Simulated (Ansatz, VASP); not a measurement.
## TiO2: VASP beside Ansatz

The input INCAR:

```
PREC = Accurate ; ENCUT = 520
EDIFF = 1E-6 ; ISMEAR = -1
SIGMA = 0.02 ; LREAL = F
LASPH = T ; NELM = 100
ALGO = Normal ; ISIF = 2
LWAVE = F ; LCHARG = F
GGA = PE ; IBRION = 2
NSW = 80 ; EDIFFG = -0.02
```

KPOINTS

```
regular mesh
0
Gamma
  7 7 10
```

POSCAR

```
TiO2
1.0
    4.5940000000      0.0000000000      0.0000000000
    0.0000000000      4.5940000000      0.0000000000
    0.0000000000      0.0000000000      2.9294100000
Ti O
2 4
Direct
    0.0000000000      0.0000000000      0.0000000000
    0.5000000000      0.5000000000      0.5000000000
    0.3042802931      0.3042802931      0.0000000000
    0.1957197069      0.8042802931      0.5000000000
    0.6957197069      0.6957197069      0.0000000000
    0.8042802931      0.1957197069      0.5000000000
```

Input for Ansatz:

```yaml
crystal:
  lattice:
    - [4.594, 0.0, 0.0]
    - [0.0, 4.594, 0.0]
    - [0.0, 0.0, 2.92941]
  atoms:
    - { symbol: Ti, position: [0.0, 0.0, 0.0] }
    - { symbol: Ti, position: [0.5, 0.5, 0.5] }
    - { symbol: O, position: [0.3042802931, 0.3042802931, 0.0] }
    - { symbol: O, position: [0.1957197069, 0.8042802931, 0.5] }
    - { symbol: O, position: [0.6957197069, 0.6957197069, 0.0] }
    - { symbol: O, position: [0.8042802931, 0.1957197069, 0.5] }
kpoints:
  mp_grid: { grid: [7, 7, 10] }
scf:
  occupations: { method: fermi_dirac, width: 0.02 }
hamiltonian:
  xc: pbe
  pseudopotentials: { kind: paw }
output:
  forces: true
  stress: true
  populations: true
  efg:
    quadrupole_moments_barn: { Ti: 0.247, O: -0.02558 }
    contact_densities: true
  write_density: true
  write_potential: true
  elf: true
  volumetric_format: npy
relax:
  f_tol: 0.02
  max_steps: 60
```

Change from the starting cell: z stretched by -1 %, ions relaxed.

Alike in both runs: task relaxation of the atoms; functional PBE; k mesh 7 × 7 × 10; occupations fermi-dirac, width 0.02 eV; no spin polarisation.

|  | VASP | Ansatz |
| --- | --- | --- |
| version | VASP 6.6.1 | Ansatz 0.2.0 |
| potentials or method | VASP PAW PBE potentials, release 64 (Ti_sv, O) | plane-wave PAW, scalar-relativistic |
| plane-wave cutoff (eV) | 520 | 420 |
| valence electrons in the cell | 48 | 48 |

Ansatz gave:

```
gap on the k mesh at the Fermi level, each at its own relaxed structure (eV) : 1.89
```

Question: What did VASP give for the same quantities?

Answer: gap on the k mesh at the Fermi level, each at its own relaxed structure (eV): 1.85.

Ansatz's warnings: stress scf threshold loose.
